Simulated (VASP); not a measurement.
# Bi (Fd-3m) in VASP: a series of runs

Runs on Bi. Level: BLYP. Tasks: single point.

Everything below comes from runs of VASP 6.6.1. Logs are shortened: lines on timing, memory, paths and dates and some standing lists are left out, and cuts for length are marked.

**1. The cell of the first run**

Symmetry: Fd-3m, No. 227, cubic system. Conventional cell: a = 7.636 Å, b = 7.636 Å, c = 7.636 Å, α = 90.00°, β = 90.00°, γ = 90.00°. Within 4.3 Å of Bi (site symmetry -43m) lie 4 Bi at 3.31 Å.

**2. Single point, BLYP (volume scaled by 1.08)**

File INCAR:

```
SYSTEM = Bi
AGGAC = 1.0
AGGAX = 1.0
ALDAC = 0.0
ALDAX = 1.0
ALGO = Normal
EDIFF = 1E-7
ENCUT = 520
GGA = B5
ISIF = 2
ISMEAR = -1
LASPH = .TRUE.
LCHARG = .TRUE.
LELF = .TRUE.
LREAL = .FALSE.
LVHAR = .TRUE.
LWAVE = .FALSE.
NBANDS = 22
NELM = 100
PREC = Accurate
SIGMA = 0.1
```

File KPOINTS:

```
k-points
0
G
  8 8 8
  0 0 0
```

File POSCAR:

```
Bi
1.0
    0.0000000000      3.8179456062      3.8179456062
    3.8179456062      0.0000000000      3.8179456062
    3.8179456062      3.8179456062      0.0000000000
Bi
2
Direct
    0.1250000000      0.1250000000      0.1250000000
    0.8750000000      0.8750000000      0.8750000000
```

Potentials or basis: VASP PAW PBE potentials, release 64 (Bi_d).

Started as:

```bash
$ cat potpaw_PBE.64/Bi_d/POTCAR > POTCAR
$ mpirun -np 1 vasp_std > vasp.out
```

OUTCAR:

```text
SYSTEM = Bi
   EDIFF = 1E-7
   ENCUT = 520
   GGA = B5
   ISIF = 2
   ISMEAR = -1
   LASPH = .TRUE.
   LREAL = .FALSE.
   NELM = 100
   PREC = Accurate

 ion  position               nearest neighbor table
   1  0.125  0.125  0.125-   2 3.31   2 3.31   2 3.31   2 3.31
   2  0.875  0.875  0.875-   1 3.31   1 3.31   1 3.31   1 3.31

  LATTYP: Found a face centered cubic cell.
 ALAT       =     7.6358912124

  Lattice vectors:

 A1 = (   0.0000000000,   3.8179456062,   3.8179456062)
 A2 = (   3.8179456062,   0.0000000000,   3.8179456062)
 A3 = (   3.8179456062,   3.8179456062,   0.0000000000)

Analysis of symmetry for initial positions (statically):
=====================================================================
 Subroutine PRICEL returns:
 Original cell was already a primitive cell.

 Routine SETGRP: Setting up the symmetry group for a
 face centered cubic supercell.

 Subroutine GETGRP returns: Found 48 space group operations
 (whereof 12 operations were pure point group operations)
 out of a pool of 48 trial point group operations.

The static configuration has the point symmetry D_3d.
 The point group associated with its full space group is O_h .

Analysis of symmetry for dynamics (positions and initial velocities):
=====================================================================
 Subroutine PRICEL returns:
 Original cell was already a primitive cell.

 Routine SETGRP: Setting up the symmetry group for a
 face centered cubic supercell.

 Subroutine GETGRP returns: Found 48 space group operations
 (whereof 12 operations were pure point group operations)
 out of a pool of 48 trial point group operations.

The dynamic configuration has the point symmetry D_3d.
 The point group associated with its full space group is O_h .

 Subroutine INISYM returns: Found 48 space group operations
 (whereof 12 operations are pure point group operations),
 and found     1 'primitive' translations

----------------------------------------------------------------------------------------

                                     Primitive cell

  volume of cell :     111.3062

  direct lattice vectors                    reciprocal lattice vectors
     0.000000000  3.817945606  3.817945606    -0.130960483  0.130960483  0.130960483
     3.817945606  0.000000000  3.817945606     0.130960483 -0.130960483  0.130960483
     3.817945606  3.817945606  0.000000000     0.130960483  0.130960483 -0.130960483

  length of vectors
     5.399390457  5.399390457  5.399390457     0.226830210  0.226830210  0.226830210

  position of ions in fractional coordinates (direct lattice)
     0.125000000  0.125000000  0.125000000
[... 72 lines left out ...]
   ISPIN  =      1    spin polarized calculation?
   LNONCOLLINEAR =      F non collinear calculations
   LSORBIT =      F    spin-orbit coupling
   LASPH  =      T    aspherical Exc in radial PAW
   ENCUT  =  520.0 eV  38.22 Ry    6.18 a.u.  10.04 10.04 10.04*2*pi/ulx,y,z
   NELM   =    100;   NELMIN=  2; NELMDL= -5     # of ELM steps
   EDIFF  = 0.1E-06   stopping-criterion for ELM
   LREAL  =      F    real-space projection
   EDIFFG = 0.1E-05   stopping-criterion for IOM
   NSW    =      0    number of steps for IOM
   IBRION =     -1    ionic relax: 0-MD 1-quasi-New 2-CG
   NFREE  =      0    steps in history (QN), initial steepest desc. (CG)
   ISIF   =      2    stress and relaxation
   ISYM   =      2    0-nonsym 1-usesym 2-fastsym
   POTIM  = 0.5000    time-step for ionic-motion
   TEBEG  =    0.0;   TEEND  =   0.0 temperature during run
   PSTRESS=    0.0 pullay stress
   NELECT =      30.0000    total number of electrons
   NUPDOWN=      -1.0000    fix difference up-down
   EMIN   =  10.00;   EMAX   =-10.00  energy-range for DOS
   EFERMI =   0.00;   METHOD = LEGACY
   ISMEAR =    -1;   SIGMA  =   0.10  broadening in eV -4-tet -1-fermi 0-gaus
   EFERMI_NEDOS =   21; number of points for ismear=-14 and -15
   IALGO  =     38    algorithm
   IMIX   =      4    mixing-type and parameters
     AMIX     =   0.40;   BMIX     =  1.00
     AMIX_MAG =   1.60;   BMIX_MAG =  1.00
  volume/ion in A,a.u.               =      55.65       375.57
  Fermi-wavevector in a.u.,A,eV,Ry     =   1.057488  1.998363 15.215140  1.118281
  Thomas-Fermi vector in A             =   2.192763
   LORBIT       =      0    0 simple, 1 ext, 2 COOP (PROOUT), +10 PAW based schemes
   GGA     = B5    functional components
   LHFCALC =     F    Hartree Fock is set to
   AEXX    =    0.0000 exact exchange contribution
   IVDW    =     0    specifies the selected vdW correction
   LEPSILON=     F    determine dielectric tensor
   LRPA    =     F    only Hartree local field effects (RPA)
 non-spin polarized calculation
  energy-cutoff  :      520.00
  volume of cell :      111.31
 maximum number of plane-waves:      3028
   NGX = 21   NGY = 21   NGZ = 21

 number of electron      29.9999984 magnetization

 Free energy of the ion-electron system (eV)
  ---------------------------------------------------
  ext. energy  EPLUGINS =         0.00000000
  ---------------------------------------------------
  free energy    TOTEN  =        -6.35513132 eV

  energy without entropy =       -6.32032087  energy(sigma->0) =       -6.33772609

 E-fermi :   2.8012     XC(G=0):  -6.8080

 val. band max:        2.6291929869   @ k =   0.3750   0.3750   0.0000
 cond. band min:       2.8443867423   @ k =  -0.3750   0.5000   0.1250
 fundamental gap:      0.2151937553
 Fermi energy:         2.8011665930

 k-point     1 :       0.0000    0.0000    0.0000
  band No.  band energies     occupation
      1     -19.7532      2.00000
      2     -19.7532      2.00000
      3     -19.7532      2.00000
      4     -19.7253      2.00000
      5     -19.7253      2.00000
      6     -19.6260      2.00000
[... 589 lines left out ...]
     21       9.8002      0.00000
     22      10.1111      0.00000

 [... further k-points ...]
[... 5 lines left out ...]
  --------------------------------------------------------------------------------------
  -------------------------------------------------------------------------------------
  Total       -1.0908125     -1.0908125     -1.0908125     -0.0000000     -0.0000000      0.0000000
  in kB      -15.7015125    -15.7015125    -15.7015125     -0.0000000     -0.0000000      0.0000000
  external PRESSURE =     -15.7015125 kB  Pullay stress =       0.0000000 kB

 VOLUME and BASIS-vectors are now :
 -----------------------------------------------------------------------------
  energy-cutoff  :      520.00
  volume of cell :      111.31
      direct lattice vectors                 reciprocal lattice vectors
     0.000000000  3.817945606  3.817945606    -0.130960483  0.130960483  0.130960483
     3.817945606  0.000000000  3.817945606     0.130960483 -0.130960483  0.130960483
     3.817945606  3.817945606  0.000000000     0.130960483  0.130960483 -0.130960483

 POSITION                                       TOTAL-FORCE (eV/Angst)
 -----------------------------------------------------------------------------------
      0.95449      0.95449      0.95449        -0.000000     -0.000000     -0.000000
      6.68140      6.68140      6.68140         0.000000      0.000000      0.000000
 -----------------------------------------------------------------------------------
    total drift:                                0.000000      0.000000     -0.000000

  FREE ENERGIE OF THE ION-ELECTRON SYSTEM (eV)
  ---------------------------------------------------
  free  energy   TOTEN  =        -6.3551313176 eV

  energy  without entropy=       -6.3203208677  energy(sigma->0) =       -6.33772609
```

It took 1.7 min on 1 thread of Intel Xeon Platinum 8488C (Sapphire Rapids), shared host; peak memory 0.25 GiB.

Results:

- Free energy: -6.3551 eV
- Pressure: -1.6 GPa
- Band gap on the k mesh: zero (band 15 reaches 3.20 eV, above the bottom of band 16 at 2.54 eV)

Caveat: the cell differs from its parent crystal (volume scaled by 1.08); the PAW data sets were made with another functional, which shifts forces and pressure a little; spin-orbit coupling is left out, which moves the levels of the heavy elements.

**3. Single point, BLYP (volume scaled by 1.12)**

File INCAR:

```
SYSTEM = Bi
  PREC = Accurate
  ENCUT = 520
  EDIFF = 1E-6
  ISMEAR = -1
  SIGMA = 0.1
  LREAL = .FALSE.
  LASPH = .TRUE.
  NELM = 60
  ALGO = Normal
  ISIF = 2
  LWAVE = .FALSE.
  LCHARG = .FALSE.
  GGA = B5
  ALDAX = 1.0
  AGGAX = 1.0
  AGGAC = 1.0
  ALDAC = 0.0
  NBANDS = 22
```

File KPOINTS:

```
regular mesh
0
G
  8 8 8
  0 0 0
```

File POSCAR:

```
Bi
1.0
    0.0000000000      3.8645105077      3.8645105077
    3.8645105077      0.0000000000      3.8645105077
    3.8645105077      3.8645105077      0.0000000000
Bi
2
Direct
    0.1250000000      0.1250000000      0.1250000000
    0.8750000000      0.8750000000      0.8750000000
```

Potentials or basis: VASP PAW PBE potentials, release 64 (Bi_d).

Started as:

```bash
$ cat potpaw_PBE.64/Bi_d/POTCAR > POTCAR
$ mpirun -np 1 vasp_std > vasp.out
```

It took 95 s on 1 thread of Intel Xeon Platinum 8488C (Sapphire Rapids), shared host; peak memory 0.27 GiB.

It converged, with:

- Free energy: -6.3083 eV
- Pressure: -2.2 GPa
- Band gap on the k mesh: zero (band 15 reaches 2.89 eV, above the bottom of band 16 at 2.29 eV)

Levels at points of the mesh, in eV from the Fermi level:
```csv
k point,band 13,band 14,band 15,band 16,band 17,band 18
"(0.00, 0.00, 0.00)",-1.06,-1.06,-1.06,0.87,0.87,0.87
"(0.50, 0.00, 0.00)",-1.95,-1.66,-1.66,1.74,1.74,2.80
"(0.50, 0.50, 0.00)",-2.30,-2.30,-0.24,-0.24,3.39,3.39
```

Caveat: the cell differs from its parent crystal (volume scaled by 1.12); the PAW data sets were made with another functional, which shifts forces and pressure a little; spin-orbit coupling is left out, which moves the levels of the heavy elements.

**4. Single point, BLYP**

This run uses another cell than the first one, of 51.53 Å³/atom, 0.926 times its volume.

File INCAR:

```
SYSTEM = Bi
AGGAC    = 1.0          
AGGAX    = 1.0          
ALDAC    = 0.0          
ALDAX    = 1.0          
ALGO     = Normal         ! electronic algorithm
EDIFF    = 1E-6           ! SCF threshold, eV
ENCUT    = 520            ! plane-wave cutoff, eV
GGA      = B5             ! functional
ISIF     = 2              ! what is computed and relaxed
ISMEAR   = -1             ! smearing method
LASPH    = .True.         ! aspherical terms in the spheres
LCHARG   = .True.         ! write CHGCAR
LELF     = .True.         ! ELF
LREAL    = .False.        ! projectors in reciprocal space
LVHAR    = .True.       
LWAVE    = .False.        ! write WAVECAR
NBANDS   = 22             ! bands
NELM     = 100            ! most SCF steps
PREC     = Accurate       ! precision mode
SIGMA    = 0.1            ! smearing width, eV
```

File KPOINTS:

```
k-points
0
Gamma
  12 12 12
  0 0 0
```

File POSCAR:

```
Bi
1.0
    0.0000000000      3.7212468920      3.7212468920
    3.7212468920      0.0000000000      3.7212468920
    3.7212468920      3.7212468920      0.0000000000
Bi
2
Direct
    0.1250000000      0.1250000000      0.1250000000
    0.8750000000      0.8750000000      0.8750000000
```

Started as:

```bash
$ cat potpaw_PBE.64/Bi_d/POTCAR > POTCAR
$ mpirun -np 1 vasp_std > vasp.out
```

Run time: 7.1 min. Hardware: 1 thread of AMD EPYC 7R13, shared host; peak memory 0.28 GiB.

The run converged. Its results:

```
Free energy            : -6.3972 eV
Pressure               : 0.0 GPa
Band gap on the k mesh : zero (band 15 reaches 3.89 eV, above the bottom of band 16 at 3.10 eV)
```

Levels at points of the mesh, in eV from the Fermi level:
```tsv
k point	band 11	band 12	band 13	band 14	band 15	band 16	band 17	band 18	band 19	band 20
(0.00, 0.00, 0.00)	-12.10	-8.13	-1.19	-1.19	-1.19	0.87	0.87	0.87	3.57	6.94
(0.50, 0.00, 0.00)	-11.31	-9.51	-2.18	-1.89	-1.89	1.85	1.85	3.34	5.37	6.40
(0.50, 0.50, 0.00)	-10.47	-10.47	-2.63	-2.63	-0.30	-0.30	3.88	3.88	5.97	5.97
```

Caveat: the PAW data sets were made with another functional, which shifts forces and pressure a little; spin-orbit coupling is left out, which moves the levels of the heavy elements.

**5. Overview**

| cell | k mesh | gap on the mesh (eV) | pressure (GPa) |
| --- | --- | --- | --- |
| a = 5.399 Å, angles 60.0°, 2 atoms | 8 × 8 × 8 | none | -1.6 |
| a = 5.465 Å, angles 60.0°, 2 atoms | 8 × 8 × 8 | none | -2.2 |
| a = 5.263 Å, angles 60.0°, 2 atoms | 12 × 12 × 12 | none | 0.0 |

Alike in all rows: task single point; level BLYP; potentials or basis VASP PAW PBE potentials, release 64 (Bi_d); no spin polarisation; cutoff (eV) 520; smearing fermi-dirac 0.1 eV.

Caveats: the PAW data sets were made with another functional, which shifts forces and pressure a little; spin-orbit coupling is left out, which moves the levels of the heavy elements.

Absolute energies hang on the potentials; compare differences alone.
